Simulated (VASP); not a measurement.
# Sn (Im-3m) in VASP: further runs

Sn is run at these levels: LDA; tasks: single point.

Program: VASP 6.6.1. These are calculated values, not measurements. Logs are shortened: lines on timing, memory, paths and dates and some standing lists are left out, and cuts for length are marked.

## (1) The cell of the first run

Symmetry: Im-3m, No. 229, cubic system. The conventional cell has a = 3.282 Å, b = 3.282 Å, c = 3.282 Å, α = 90.00°, β = 90.00°, γ = 90.00°. Within 3.7 Å of Sn (site symmetry m-3m) lie 14 Sn at 2.84 to 3.28 Å.

This isn't the form of Sn at room conditions, which is tetragonal (white tin).

## (2) Single point, LDA (17.68 Å³/atom)

Contents of INCAR:

```
SYSTEM = Sn
ALGO = Normal
EDIFF = 1E-6
ENCUT = 520
GGA = CA
ISIF = 2
ISMEAR = -1
LASPH = .True.
LCHARG = .False.
LREAL = .False.
LWAVE = .False.
NBANDS = 13
NELM = 60
PREC = Accurate
SIGMA = 0.08
```

Contents of KPOINTS:

```
k-points
0
Gamma
  16 16 16
  0 0 0
```

Contents of POSCAR:

```
Sn
1.0
   -1.6412354229      1.6412354229      1.6412354229
    1.6412354229     -1.6412354229      1.6412354229
    1.6412354229      1.6412354229     -1.6412354229
Sn
1
Direct
    0.0000000000      0.0000000000      0.0000000000
```

Potentials or basis: VASP PAW LDA potentials, release 64 (Sn_d).

The run is started by

```bash
> cat potpaw_LDA.64/Sn_d/POTCAR > POTCAR
> mpirun -np 1 vasp_std > vasp.out
```

OUTCAR:

```text
SYSTEM = Sn
   EDIFF = 1E-6
   ENCUT = 520
   GGA = CA
   ISIF = 2
   ISMEAR = -1
   LASPH = .True.
   LREAL = .False.
   NELM = 60
   PREC = Accurate

 ion  position               nearest neighbor table
   1  0.000  0.000  0.000-

  LATTYP: Found a body centered cubic cell.
 ALAT       =     3.2824708458

  Lattice vectors:

 A1 = (  -1.6412354229,   1.6412354229,   1.6412354229)
 A2 = (   1.6412354229,  -1.6412354229,   1.6412354229)
 A3 = (   1.6412354229,   1.6412354229,  -1.6412354229)

Analysis of symmetry for initial positions (statically):
=====================================================================
 Subroutine PRICEL returns:
 Original cell was already a primitive cell.

 Routine SETGRP: Setting up the symmetry group for a
 body centered cubic supercell.

 Subroutine GETGRP returns: Found 48 space group operations
 (whereof 48 operations were pure point group operations)
 out of a pool of 48 trial point group operations.

The static configuration has the point symmetry O_h .

Analysis of symmetry for dynamics (positions and initial velocities):
=====================================================================
 Subroutine PRICEL returns:
 Original cell was already a primitive cell.

 Routine SETGRP: Setting up the symmetry group for a
 body centered cubic supercell.

 Subroutine GETGRP returns: Found 48 space group operations
 (whereof 48 operations were pure point group operations)
 out of a pool of 48 trial point group operations.

The dynamic configuration has the point symmetry O_h .

 Subroutine INISYM returns: Found 48 space group operations
 (whereof 48 operations are pure point group operations),
 and found     1 'primitive' translations

----------------------------------------------------------------------------------------

                                     Primitive cell

  volume of cell :      17.6837

  direct lattice vectors                    reciprocal lattice vectors
    -1.641235423  1.641235423  1.641235423     0.000000000  0.304648555  0.304648555
     1.641235423 -1.641235423  1.641235423     0.304648555  0.000000000  0.304648555
     1.641235423  1.641235423 -1.641235423     0.304648555  0.304648555  0.000000000

  length of vectors
     2.842703140  2.842703140  2.842703140     0.430838118  0.430838118  0.430838118

  position of ions in fractional coordinates (direct lattice)
     0.000000000  0.000000000  0.000000000

  ion indices of the primitive-cell ions
   primitive index   ion index
                 1           1

----------------------------------------------------------------------------------------

 KPOINTS: k-points

Automatic generation of k-mesh.
 Grid dimensions read from file:
 generate k-points for:   16   16   16

 Generating k-lattice:

  Cartesian coordinates                     Fractional coordinates (reciprocal lattice)
     0.000000000  0.019040535  0.019040535     0.062500000  0.000000000  0.000000000
     0.019040535  0.000000000  0.019040535     0.000000000  0.062500000  0.000000000
     0.019040535  0.019040535  0.000000000     0.000000000  0.000000000  0.062500000

  Length of vectors
     0.026927382  0.026927382  0.026927382

  Shift w.r.t. Gamma in fractional coordinates (k-lattice)
     0.000000000  0.000000000  0.000000000

 Subroutine IBZKPT returns following result:
 ===========================================

 Found    145 irreducible k-points:

 Following reciprocal coordinates:
            Coordinates               Weight
  0.000000  0.000000  0.000000      1.000000
  0.062500  0.000000  0.000000     12.000000
  0.125000  0.000000  0.000000     12.000000
  0.187500  0.000000  0.000000     12.000000
  0.250000  0.000000  0.000000     12.000000
  0.312500  0.000000  0.000000     12.000000
[... 16 lines left out ...]
  0.187500  0.187500  0.000000     24.000000
  0.250000  0.187500 -0.000000     48.000000
 [... further k-points ...]
   k-points           NKPTS =    145   k-points in BZ     NKDIM =    145   number of bands    NBANDS=     13
   number of dos      NEDOS =    301   number of ions     NIONS =      1
   total plane-waves  NPLWV =  13824
   dimension x,y,z NGX =    24 NGY =   24 NGZ =   24
   dimension x,y,z NGXF=    48 NGYF=   48 NGZF=   48
   ions per type =               1
   NGX,Y,Z   is equivalent  to a cutoff of  14.04, 14.04, 14.04 a.u.
   NGXF,Y,Z  is equivalent  to a cutoff of  28.07, 28.07, 28.07 a.u.
 SYSTEM =  Sn
   PREC   = accura    normal or accurate (medium, high low for compatibility)
   ISTART =      0    job   : 0-new  1-cont  2-samecut
   ICHARG =      2    charge: 1-file 2-atom 10-const
   ISPIN  =      1    spin polarized calculation?
   LNONCOLLINEAR =      F non collinear calculations
   LSORBIT =      F    spin-orbit coupling
   LASPH  =      T    aspherical Exc in radial PAW
   ENCUT  =  520.0 eV  38.22 Ry    6.18 a.u.   5.29  5.29  5.29*2*pi/ulx,y,z
   NELM   =     60;   NELMIN=  2; NELMDL= -5     # of ELM steps
   EDIFF  = 0.1E-05   stopping-criterion for ELM
   LREAL  =      F    real-space projection
[... 7 lines left out ...]
   TEBEG  =    0.0;   TEEND  =   0.0 temperature during run
   PSTRESS=    0.0 pullay stress
   NELECT =      14.0000    total number of electrons
   NUPDOWN=      -1.0000    fix difference up-down
   EMIN   =  10.00;   EMAX   =-10.00  energy-range for DOS
   EFERMI =   0.00;   METHOD = LEGACY
   ISMEAR =    -1;   SIGMA  =   0.08  broadening in eV -4-tet -1-fermi 0-gaus
   EFERMI_NEDOS =   21; number of points for ismear=-14 and -15
   IALGO  =     38    algorithm
   IMIX   =      4    mixing-type and parameters
     AMIX     =   0.40;   BMIX     =  1.00
     AMIX_MAG =   1.60;   BMIX_MAG =  1.00
  volume/ion in A,a.u.               =      17.68       119.34
  Fermi-wavevector in a.u.,A,eV,Ry     =   1.514468  2.861929 31.206484  2.293612
  Thomas-Fermi vector in A             =   2.624121
   LORBIT       =      0    0 simple, 1 ext, 2 COOP (PROOUT), +10 PAW based schemes
   GGA     = CA    functional components
   LHFCALC =     F    Hartree Fock is set to
   AEXX    =    0.0000 exact exchange contribution
   IVDW    =     0    specifies the selected vdW correction
   LEPSILON=     F    determine dielectric tensor
   LRPA    =     F    only Hartree local field effects (RPA)
 non-spin polarized calculation
  energy-cutoff  :      520.00
  volume of cell :       17.68
 maximum number of plane-waves:       490
 NGX is ok and might be reduce to    24
   NGX = 11   NGY = 11   NGZ = 11

 number of electron      13.9999999 magnetization

 Free energy of the ion-electron system (eV)
  ---------------------------------------------------
  ext. energy  EPLUGINS =         0.00000000
  ---------------------------------------------------
  free energy    TOTEN  =        -3.54115189 eV

  energy without entropy =       -3.53102450  energy(sigma->0) =       -3.53608820

 E-fermi :  14.3039     XC(G=0): -12.7940

 val. band max:       14.2534082188   @ k =  -0.3125   0.3125   0.0625
 cond. band min:      14.3311046566   @ k =   0.2500   0.0625   0.0625
 fundamental gap:      0.0776964378
 Fermi energy:        14.3038907259

 k-point     1 :       0.0000    0.0000    0.0000
  band No.  band energies     occupation
      1      -7.8280      2.00000
      2      -7.8280      2.00000
      3      -7.8280      2.00000
      4      -7.3556      2.00000
      5      -7.3556      2.00000
      6      -0.7215      2.00000
      7      27.0044      0.00000
      8      27.0044      0.00000
      9      27.0044      0.00000
     10      27.0348      0.00000
     11      27.0348      0.00000
     12      27.0348      0.00000
     13      31.0359      0.00000

 k-point     2 :       0.0625    0.0000    0.0000
  band No.  band energies     occupation
      1      -7.8352      2.00000
      2      -7.8212      2.00000
      3      -7.8005      2.00000
      4      -7.3635      2.00000
      5      -7.3559      2.00000
      6      -0.6010      2.00000
      7      25.3501      0.00000
      8      26.2992      0.00000
      9      26.4055      0.00000
     10      26.7884      0.00000
     11      26.8656      0.00000
     12      27.1592      0.00000
     13      31.3619      0.00000

 k-point     3 :       0.1250    0.0000    0.0000
  band No.  band energies     occupation
      1      -7.8560      2.00000
      2      -7.8049      2.00000
      3      -7.7214      2.00000
      4      -7.3843      2.00000
      5      -7.3566      2.00000
      6      -0.2370      2.00000
      7      22.5410      0.00000
      8      24.8891      0.00000
      9      25.2063      0.00000
     10      26.3128      0.00000
     11      26.5228      0.00000
     12      27.5898      0.00000
     13      31.7460      0.00000
[... 305 lines left out ...]
 k-point    23 :       0.1875    0.1875    0.0000
  band No.  band energies     occupation
      1      -7.9118      2.00000
      2      -7.7782      2.00000
      3      -7.4418      2.00000
      4      -7.4008      2.00000
      5      -7.3167      2.00000
      6       2.6252      2.00000
      7      15.6734      0.00000
      8      16.7162      0.00000
      9      21.2570      0.00000
     10      26.7655      0.00000
     11      27.9022      0.00000
     12      30.9934      0.00000
     13      33.1481      0.00000

 k-point    24 :       0.2500    0.1875   -0.0000
  band No.  band energies     occupation
      1      -7.9292      2.00000
      2      -7.7643      2.00000
      3      -7.4307      2.00000
      4      -7.4054      2.00000
      5      -7.2531      2.00000
      6       3.8799      2.00000
      7      13.5005      1.99991
      8      15.6139      0.00000
      9      20.6051      0.00000
     10      26.7232      0.00000
     11      28.5007      0.00000
     12      31.4640      0.00000
     13      34.5834      0.00000

 [... further k-points ...]

------------------------ aborting loop because EDIFF is reached ----------------------------------------

  FORCE on cell =-STRESS in cart. coord.  units (eV):
  Direction    XX          YY          ZZ          XY          YZ          ZX
  --------------------------------------------------------------------------------------
  -------------------------------------------------------------------------------------
  Total        5.8128981      5.8128981      5.8128981      0.0000000      0.0000000     -0.0000000
  in kB      526.6603896    526.6603896    526.6603896      0.0000000      0.0000000     -0.0000000
  external PRESSURE =     526.6603896 kB  Pullay stress =       0.0000000 kB

 VOLUME and BASIS-vectors are now :
 -----------------------------------------------------------------------------
  energy-cutoff  :      520.00
  volume of cell :       17.68
      direct lattice vectors                 reciprocal lattice vectors
    -1.641235423  1.641235423  1.641235423     0.000000000  0.304648555  0.304648555
     1.641235423 -1.641235423  1.641235423     0.304648555  0.000000000  0.304648555
     1.641235423  1.641235423 -1.641235423     0.304648555  0.304648555  0.000000000

 POSITION                                       TOTAL-FORCE (eV/Angst)
 -----------------------------------------------------------------------------------
      0.00000      0.00000      0.00000        -0.000000     -0.000000     -0.000000
 -----------------------------------------------------------------------------------
    total drift:                               -0.000000      0.000000      0.000000

  FREE ENERGIE OF THE ION-ELECTRON SYSTEM (eV)
  ---------------------------------------------------
  free  energy   TOTEN  =        -3.5411518917 eV

  energy  without entropy=       -3.5310245005  energy(sigma->0) =       -3.53608820
```

It took 15 s on 1 thread of Intel Xeon 8259CL, shared host; peak memory 0.15 GiB.

What came out:

```
Free energy            : -3.5412 eV
Pressure               : 52.7 GPa
Band gap on the k mesh : zero (bands 7 and 8 overlap by 16.66 eV)
```

Levels at points of the mesh, in eV from the Fermi level:
```csv
k point,band 3,band 4,band 5,band 6,band 7,band 8,band 9,band 10,band 11,band 12
"(0.00, 0.00, 0.00)",-22.13,-21.66,-21.66,-15.03,12.70,12.70,12.70,12.73,12.73,12.73
"(0.50, 0.00, 0.00)",-21.69,-21.66,-21.36,-7.07,-7.04,5.19,6.59,10.22,11.13,18.24
"(0.50, 0.50, 0.50)",-21.44,-21.44,-21.44,-1.15,-1.15,-1.15,0.58,3.96,3.96,20.25
```

Caveat: the cell stands under pressure; spin-orbit coupling is left out, which moves the levels of the heavy elements.

## (3) Single point, LDA

Contents of INCAR:

```
PREC = Accurate ; ENCUT = 520
EDIFF = 1E-6 ; ISMEAR = -1
SIGMA = 0.08 ; LREAL = False
LASPH = True ; NELM = 80
ALGO = Normal ; ISIF = 2
LWAVE = False ; LCHARG = False
NBANDS = 13
```

Contents of KPOINTS:

```
Automatic mesh
0
Gamma
  16 16 16
```

Contents of POSCAR:

```
Sn
1.0
   -1.6417507924      1.6417507924      1.6417507924
    1.6417507924     -1.6417507924      1.6417507924
    1.6417507924      1.6417507924     -1.6417507924
Sn
1
Direct
    0.0000000000      0.0000000000      0.0000000000
```

Potentials or basis: VASP PAW LDA potentials, release 64 (Sn_d).

The run is started by

```bash
> cat potpaw_LDA.64/Sn_d/POTCAR > POTCAR
> mpirun -np 1 vasp_std > vasp.out
```

It took 18 s on 1 thread of Intel Xeon 8259CL, shared host; peak memory 0.15 GiB.

It converged, with:

```yaml
Free_energy: -3.5466 eV
Pressure: 52.4 GPa
Band_gap_on_the_k_mesh: zero (bands 7 and 8 overlap by 16.65 eV)
```

Levels at points of the mesh, in eV from the Fermi level:
```
           k point  band 3  band 4  band 5  band 6  band 7  band 8  band 9  band 10  band 11  band 12
(0.00, 0.00, 0.00)  -22.13  -21.66  -21.66  -15.01   12.70   12.70   12.70    12.72    12.72    12.72
(0.50, 0.00, 0.00)  -21.68  -21.66  -21.36   -7.06   -7.04    5.18    6.59    10.21    11.12    18.24
(0.50, 0.50, 0.50)  -21.44  -21.44  -21.44   -1.15   -1.15   -1.15    0.58     3.96     3.96    20.25
```

Caveat: the cell stands under pressure; spin-orbit coupling is left out, which moves the levels of the heavy elements.

## (4) Single point, LDA

INCAR, as its differences from that of step 3:

```diff
@@ -6,2 +6,2 @@
 LWAVE = False ; LCHARG = False
-NBANDS = 13
+GGA = CA ; NBANDS = 13
```

KPOINTS is that of step 3.

POSCAR is that of step 3.

The run is started by

```bash
> cat potpaw_LDA.64/Sn_d/POTCAR > POTCAR
> mpirun -np 1 vasp_std > vasp.out
```

Run time: 17 s. Hardware: 1 thread of Intel Xeon 8259CL, shared host; peak memory 0.15 GiB.

Results (log left out):

```yaml
Free_energy: -3.5466 eV
Pressure: 52.4 GPa
Band_gap_on_the_k_mesh: zero (bands 7 and 8 overlap by 16.65 eV)
```

Levels at points of the mesh, in eV from the Fermi level:
```
           k point  band 3  band 4  band 5  band 6  band 7  band 8  band 9  band 10  band 11  band 12
(0.00, 0.00, 0.00)  -22.13  -21.66  -21.66  -15.01   12.70   12.70   12.70    12.72    12.72    12.72
(0.50, 0.00, 0.00)  -21.68  -21.66  -21.36   -7.06   -7.04    5.18    6.59    10.21    11.12    18.24
(0.50, 0.50, 0.50)  -21.44  -21.44  -21.44   -1.15   -1.15   -1.15    0.58     3.96     3.96    20.25
```

Caveat: the cell stands under pressure; spin-orbit coupling is left out, which moves the levels of the heavy elements.

## (5) Single point, LDA

This run uses another cell than the first one, of 25.55 Å³/atom.

Contents of INCAR:

```
SYSTEM = Sn
  ALGO = Normal
  EDIFF = 1E-6
  ENCUT = 520
  ISIF = 2
  ISMEAR = -1
  LASPH = .TRUE.
  LCHARG = .TRUE.
  LELF = .TRUE.
  LREAL = .FALSE.
  LVHAR = .TRUE.
  LWAVE = .FALSE.
  NBANDS = 13
  NELM = 80
  PREC = Accurate
  SIGMA = 0.08
```

Contents of KPOINTS:

```
k-points
0
G
  16 16 16
  0 0 0
```

Contents of POSCAR:

```
Sn
1.0
   -1.8555337169      1.8555337169      1.8555337169
    1.8555337169     -1.8555337169      1.8555337169
    1.8555337169      1.8555337169     -1.8555337169
Sn
1
Direct
    0.0000000000      0.0000000000      0.0000000000
```

The run is started by

```bash
> cat potpaw_LDA.64/Sn_d/POTCAR > POTCAR
> mpirun -np 1 vasp_std > vasp.out
```

Run time: 20 s. Hardware: 1 thread of Intel Xeon 8259CL, shared host; peak memory 0.16 GiB.

It converged, with:

- Free energy: -4.4441 eV
- Pressure: 0.0 GPa
- Band gap on the k mesh: zero (bands 7 and 8 overlap by 10.97 eV)

Levels at points of the mesh, in eV from the Fermi level:
```
           k point  band 5  band 6  band 7  band 8  band 9  band 10
(0.00, 0.00, 0.00)  -21.28  -11.52    8.46    8.46    8.46    12.38
(0.50, 0.00, 0.00)  -21.18   -6.49   -4.67    3.79    5.67     8.44
(0.50, 0.50, 0.50)  -21.20   -2.20   -0.52   -0.52   -0.52     3.99
```

Caveat: spin-orbit coupling is left out, which moves the levels of the heavy elements.

## (6) Overview

```tsv
cell	gap on the mesh (eV)	pressure (GPa)
a = 2.843 Å, angles 109.5°, 1 atom	none	52.7
a = 2.844 Å, angles 109.5°, 1 atom	none	52.4
a = 3.214 Å, angles 109.5°, 1 atom	none	0.0
```

Alike in all rows: task single point; level LDA; potentials or basis VASP PAW LDA potentials, release 64 (Sn_d); no spin polarisation; k mesh 16 × 16 × 16; cutoff (eV) 520; smearing fermi-dirac 0.08 eV.

Caveats: spin-orbit coupling is left out, which moves the levels of the heavy elements; the cell stands under pressure (at least some runs).

Total energies depend on the potentials used, so only differences within one code and one set of settings carry meaning.
